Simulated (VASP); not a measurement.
# Ni: single point with PBE

Ni:

```
Ni
1.0
     0.00000    2.55924    2.55924
     2.55924    0.00000    2.55924
     2.55924    2.55924    0.00000
Ni
2
Direct
  0.87500 0.87500 0.87500
  0.12500 0.12500 0.12500
```

```yaml
Program: VASP 6.6.1
Task: single point
Functional: PBE
Potentials_or_basis: VASP PAW PBE potentials, release 64 (Ni)
Cutoff: 520 eV
k_mesh: 14 × 14 × 14
Occupations: fermi-dirac, width 0.05 eV
Spin: collinear spin, ferromagnetic start
Starting_moments: "[1.0, 1.0] μB"
Dipole_correction: no
Further_INCAR_settings: ALGO = Normal; EDIFF = 1e-06; NBANDS = 21
```

| Quantity | Value |
| --- | --- |
| Pressure | -0.9 GPa |
| Net moment | 1.59 μB per cell |
| Site moments | Ni +0.80 μB |
| Valence electrons inside the program's atomic spheres | Ni 9.20 |

Levels at points of the mesh, in eV from the Fermi level:
Spin up:
```csv
k point,band 8,band 9,band 10,band 11,band 12,band 13,band 14,band 15
"(0.00, 0.00, 0.00)",-1.71,-1.71,-0.78,-0.78,11.50,11.50,11.50,12.09
"(0.50, 0.00, 0.00)",-1.38,-1.38,-0.94,-0.94,0.29,8.38,8.38,12.12
"(0.50, 0.50, 0.00)",-1.91,-0.82,-0.82,0.89,0.89,4.40,4.40,9.12
```
Spin down:
```csv
k point,band 7,band 8,band 9,band 10,band 11,band 12
"(0.00, 0.00, 0.00)",-0.87,-0.87,-0.87,0.11,0.11,11.66
"(0.50, 0.00, 0.00)",-1.42,-0.55,-0.55,-0.01,-0.01,1.02
"(0.50, 0.50, 0.00)",-1.09,-1.09,0.13,0.13,1.40,1.40
```

Wall time 59 s on 1 thread of Intel(R) Xeon(R) 6975P-C (Granite Rapids), with other jobs on the host, peak memory 0.23 GiB.
